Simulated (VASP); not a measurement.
Wanted: the native input for a VASP 6.6.1 run.

```yaml
Task: single point
Functional: PBE
Potentials_or_basis: VASP PAW PBE potentials, release 64 (Ta_pv)
Cutoff: 520 eV
k_mesh: 24 × 24 × 24
Occupations: gaussian, width 0.1 eV
Spin: no spin polarisation
Dipole_correction: no
Further_INCAR_settings: ALGO = Normal; EDIFF = 1e-06; NBANDS = 12
```

The structure of Ta lies in POSCAR:

```
Ta
1.0
   -1.6594260555      1.6594260555      1.6594260555
    1.6594260555     -1.6594260555      1.6594260555
    1.6594260555      1.6594260555     -1.6594260555
Ta
1
Direct
    0.0000000000      0.0000000000      0.0000000000
```

The input as run:

INCAR

```
SYSTEM = Ta
PREC = Accurate
ENCUT = 520
EDIFF = 1E-6
ISMEAR = 0
SIGMA = 0.1
LREAL = .FALSE.
LASPH = .TRUE.
NELM = 80
ALGO = Normal
ISIF = 2
LWAVE = .FALSE.
LCHARG = .TRUE.
GGA = PE
LELF = .TRUE.
LVHAR = .TRUE.
NBANDS = 12
```

KPOINTS

```
Automatic mesh
0
G
  24 24 24
  0 0 0
```

Potentials or basis: VASP PAW PBE potentials, release 64 (Ta_pv).

Launch:

```bash
$ cat potpaw_PBE.64/Ta_pv/POTCAR > POTCAR
$ mpirun -np 1 vasp_std > vasp.out
```

Results of the run:

- Pressure: 0.1 GPa
- Band gap on the k mesh: zero (an odd number of electrons rules out a gap without spin polarisation)

Caveat: spin-orbit coupling is left out, which moves the levels of the heavy elements.

Run time: 60 s on 1 thread of Intel Xeon 8259CL, on a shared host, peak memory 0.21 GiB.
